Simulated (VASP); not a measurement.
Wanted: the native input for a VASP 6.6.1 run.

```
Task                               : single point
Functional                         : PBEsol-based screened hybrid
Potentials or basis                : VASP PAW PBE potentials, release 64 (Ga_d, N)
Cutoff                             : 520 eV
k mesh                             : 3 × 3 × 4
Occupations                        : fermi-dirac, width 0.05 eV
Spin                               : no spin polarisation
Dipole correction                  : no
Grid for exact exchange (PRECFOCK) : Normal
Share of exact exchange            : 0.25
Further INCAR settings             : ALGO = Normal; EDIFF = 1e-07; NBANDS = 16
Screening parameter                : 0.207 1/Å
```

GaN:

```
CELL_PARAMETERS angstrom
5.30817 0.00000 0.00000
-2.65408 4.59701 0.00000
0.00000 0.00000 3.35039
ATOMIC_POSITIONS crystal
Ga 0.00000 0.00000 0.50000
N 0.00000 0.00000 0.00000
```

One way to write it, as run:

POSCAR

```
GaN
1.0
    5.3081671161      0.0000000000      0.0000000000
   -2.6540835580      4.5970075700      0.0000000000
    0.0000000000      0.0000000000      3.3503854785
Ga N
1 1
Direct
    0.0000000000      0.0000000000      0.5000000000
    0.0000000000      0.0000000000      0.0000000000
```

INCAR.step1

```
  PREC = Accurate
  ENCUT = 520
  EDIFF = 1E-5
  ISMEAR = -1
  SIGMA = 0.05
  LREAL = False
  LASPH = True
  NELM = 80
  ALGO = Normal
  ISIF = 2
  LWAVE = True
  GGA = PE
  NBANDS = 16
```

INCAR.step2

```
  PREC = Accurate
  ENCUT = 520
  EDIFF = 1E-7
  ISMEAR = -1
  SIGMA = 0.05
  LREAL = False
  LASPH = True
  NELM = 80
  ALGO = Normal
  ISIF = 2
  LWAVE = False
  LCHARG = True
  GGA = PS
  LHFCALC = True
  AEXX = 0.25
  HFSCREEN = 0.207
  PRECFOCK = Normal
  LELF = True
  LVHAR = True
  ISTART = 1
  NBANDS = 16
```

KPOINTS

```
regular mesh
0
Gamma
  3 3 4
```

Potentials or basis: VASP PAW PBE potentials, release 64 (Ga_d, N).

The run is started by

```bash
$ cat potpaw_PBE.64/Ga_d/POTCAR potpaw_PBE.64/N/POTCAR > POTCAR
$ cp INCAR.step1 INCAR
$ mpirun -np 1 vasp_std > vasp.out
$ cp INCAR.step2 INCAR
$ mpirun -np 1 vasp_std > vasp.out
```

It gave:

```json
{
  "Pressure": "-0.2 GPa",
  "Band gap on the k mesh": "2.60 eV, indirect (least direct gap 4.51 eV)"
}
```

Caveat: the k points lie up to 0.47 Å⁻¹ apart; the PAW data sets were made with another functional, which shifts forces and pressure a little.

Run time: 6.2 min on 1 thread of Intel(R) Xeon(R) Platinum 8559C (Emerald Rapids), on a shared host, peak memory 0.31 GiB.
